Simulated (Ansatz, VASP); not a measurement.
**Two plane-wave programs on GdN**

INCAR

```
SYSTEM = GdN
  PREC = Accurate
  ENCUT = 520
  EDIFF = 1E-6
  ISMEAR = 0
  SIGMA = 0.05
  LREAL = .False.
  LASPH = .True.
  NELM = 150
  ALGO = Normal
  ISIF = 2
  LWAVE = .False.
  LCHARG = .False.
  ISPIN = 2
  MAGMOM = 7.49 0
  LORBIT = 11
  LMAXMIX = 6
  GGA = PS
  NBANDS = 22
```

The input KPOINTS:

```
regular mesh
0
Gamma
  10 10 10
  0 0 0
```

POSCAR

```
GdN
1.0
    0.0000000000      2.6617317976      2.6617317976
    2.6617317976      0.0000000000      2.6617317976
    2.6617317976      2.6617317976      0.0000000000
Gd N
1 1
Direct
    0.0000000000      0.0000000000      0.0000000000
    0.2500000000      0.2500000000      0.2500000000
```

Input for Ansatz:

```yaml
crystal:
  lattice:
    - [0.0, 2.6617317976, 2.6617317976]
    - [2.6617317976, 0.0, 2.6617317976]
    - [2.6617317976, 2.6617317976, 0.0]
  atoms:
    - { symbol: Gd, position: [0.0, 0.0, 0.0], spin: 7.49 }
    - { symbol: "N", position: [0.25, 0.25, 0.25] }
basis:
  ecutwfc: 420
  ecutrho_ratio: 4
kpoints:
  mp_grid: { grid: [10, 10, 10] }
hamiltonian:
  xc: pbesol
scf:
  occupations: { method: gaussian, width: 0.05 }
output:
  forces: true
  stress: true
  eigenvalues: true
  populations: true
magnetization:
  spin_polarized: true
```

Alike in both runs: task single point; functional PBEsol; k mesh 10 × 10 × 10; occupations gaussian, width 0.05 eV; collinear spin.

|  | VASP | Ansatz |
| --- | --- | --- |
| version | VASP 6.6.1 | Ansatz 0.2.0 |
| potentials or method | VASP PAW PBE potentials, release 64 (Gd, N), cutoff 520 eV | scalar-relativistic, plane waves, PAW |
| valence electrons in the cell | 23 | 23 |

VASP gave:

* gap on the k mesh at the Fermi level (eV): 1.11
* least direct gap on the mesh (eV): 1.79
* pressure (GPa): -2.8
* net moment per atom (μB): 3.50
* size of the moment on the site where the two differ most (μB): 6.79

Problem. Which values does Ansatz return?

Solution. gap on the k mesh at the Fermi level (eV): 1.10; least direct gap on the mesh (eV): 1.78; pressure (GPa): -3.1; net moment per atom (μB): 3.50; size of the moment on the site where the two differ most (μB): 6.79.

VASP's potentials were made for PBE, not for PBEsol. Site moments also hang on the region over which each program counts them. The functional is the same, so the differences come from potentials, cutoffs and numerics.

Neither program's run includes spin-orbit coupling.
